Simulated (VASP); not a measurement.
Input of a VASP 6.6.1 run:

The input INCAR:

```
PREC = Accurate
ENCUT = 520
EDIFF = 1E-6
ISMEAR = -1
SIGMA = 0.0655
LREAL = Auto
LASPH = T
NELM = 80
ALGO = Normal
ISIF = 2
LWAVE = F
LCHARG = F
GGA = PE
NBANDS = 61
ISYM = 0
```

Contents of KPOINTS:

```
regular mesh
0
Gamma
  1 1 1
```

POSCAR

```
BaLi7F9
1.0
    5.6029570000      0.0278370000     -0.0374620000
    0.0278370000      5.7534950000     -0.0718080000
   -0.0374620000     -0.0718080000      5.5402340000
Ba F Li
1 9 7
Direct
    0.7889288773      1.0279613201      0.6749488740
    0.6276916303      0.7117443457      0.4298767023
    1.0121638586      0.3960881522      0.5372773028
    0.2569894070      0.5727632490      0.1809729193
    0.8093458162      0.6557737032     -0.0219267794
    0.2828623605      0.7946148589      0.7734327275
    0.4661568461      0.1172747737      0.2989253585
    0.4669539881      0.3436343073      0.8074012258
    0.0211002496      0.1955396936      0.0073949533
    1.0743228096      0.9296946160      0.3490314294
    0.1672020518      0.2261050062      0.3044149167
    0.9238097770      0.6437774460      0.3036487507
    0.6663007221      0.5347405566      0.6745199946
    0.5435366903      0.4150539390      0.1206438509
    0.1558295598      0.5181059201      0.8645784342
    0.1992164275     -0.0610819650      0.0387255975
    0.3489011909      0.8067962412      0.4059088408
```

Potentials or basis: VASP PAW PBE potentials, release 64 (Ba_sv, F, Li_sv).

Command:

```bash
$ cat potpaw_PBE.64/Ba_sv/POTCAR potpaw_PBE.64/F/POTCAR potpaw_PBE.64/Li_sv/POTCAR > POTCAR
$ mpirun -np 1 vasp_gam > vasp.out
```

Q: Predict the band gap on the k mesh.

A: 7.23 eV.

Q: Estimate the largest force.

A: 2.054 eV/Å.

Forces on the atoms (eV/Å):
```
Ba  -0.805  0.789  0.895
F    1.186 -1.598 -0.509
F   -0.924  0.661  0.171
F    0.033 -0.295  0.245
F   -0.014 -0.271 -0.454
F    0.090  0.424 -0.785
F    0.583  0.418 -0.441
F    0.242 -0.302 -0.087
F    0.162  0.662  0.221
F   -0.933 -0.206 -0.004
Li  -0.030  1.004  0.197
Li   0.587 -0.234 -0.614
Li   0.015 -0.227  0.846
Li  -0.107  0.075  0.039
Li  -0.038 -0.663 -0.228
Li   0.431 -0.224  0.015
Li  -0.480 -0.014  0.496
```

Caveat: the k points lie up to 1.13 Å⁻¹ apart; spin-orbit coupling is left out, which moves the levels of the heavy elements.
